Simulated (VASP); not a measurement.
The system is Ta.

```
CELL_PARAMETERS angstrom
-1.65128 1.65128 1.65128
1.65128 -1.65128 1.65128
1.65128 1.65128 -1.65128
ATOMIC_POSITIONS crystal
Ta 0.00000 0.00000 0.00000
```

Base run:

```yaml
Program: VASP 6.6.1
Functional: BLYP
Potentials_or_basis: VASP PAW PBE potentials, release 64 (Ta_pv)
Cutoff: 500 eV
k_mesh: 12 × 12 × 12
Occupations: gaussian, width 0.1 eV
Spin: no spin polarisation
```

Its results: pressure 8.9 GPa.

Task: The run is repeated on the same cell with these changes: functional from BLYP to revPBE. What comes out?

Result: Pressure 4.9 GPa.

Caveats: the PAW data sets were made with another functional, which shifts forces and pressure a little.
